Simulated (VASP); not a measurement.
Here is a VASP 6.6.1 calculation.

Contents of INCAR:

```
ALGO     = Fast           # electronic algorithm
EDIFF    = 1E-6           # SCF threshold, eV
ENCUT    = 520            # plane-wave cutoff, eV
GGA      = PS             # functional
ISIF     = 2              # what is computed and relaxed
ISMEAR   = 0              # smearing method
LASPH    = T              # aspherical terms in the spheres
LCHARG   = T              # write CHGCAR
LELF     = T              # ELF
LREAL    = F              # projectors in reciprocal space
LVHAR    = T            
LWAVE    = F              # write WAVECAR
NBANDS   = 21             # bands
NELM     = 80             # most SCF steps
PREC     = Accurate       # precision mode
SIGMA    = 0.15           # smearing width, eV
```

KPOINTS

```
k-points
0
Gamma
  24 24 12
```

File POSCAR:

```
Ru
1.0
    2.4893353875      0.0000000000      0.0000000000
   -1.2446676937      2.1558276841      0.0000000000
    0.0000000000      0.0000000000      3.9393480000
Ru
2
Direct
    0.3333333333      0.6666666667      0.2500000000
    0.6666666667      0.3333333333      0.7500000000
```

Potentials or basis: VASP PAW PBE potentials, release 64 (Ru_pv).

Command:

```console
$ cat potpaw_PBE.64/Ru_pv/POTCAR > POTCAR
$ mpirun -np 1 vasp_std > vasp.out
```

(1) Predict the pressure.

(2) Estimate the band gap on the k mesh.

## Answers

(1) 139.5 GPa.

(2) zero (bands 14 and 15 overlap by 4.73 eV).

Caveat: the cell differs from its parent crystal (strain -0.080 along x and y, -0.080 along z); the stress differs along the axes, from 138 to 144 GPa; the PAW data sets were made with another functional, which shifts forces and pressure a little.
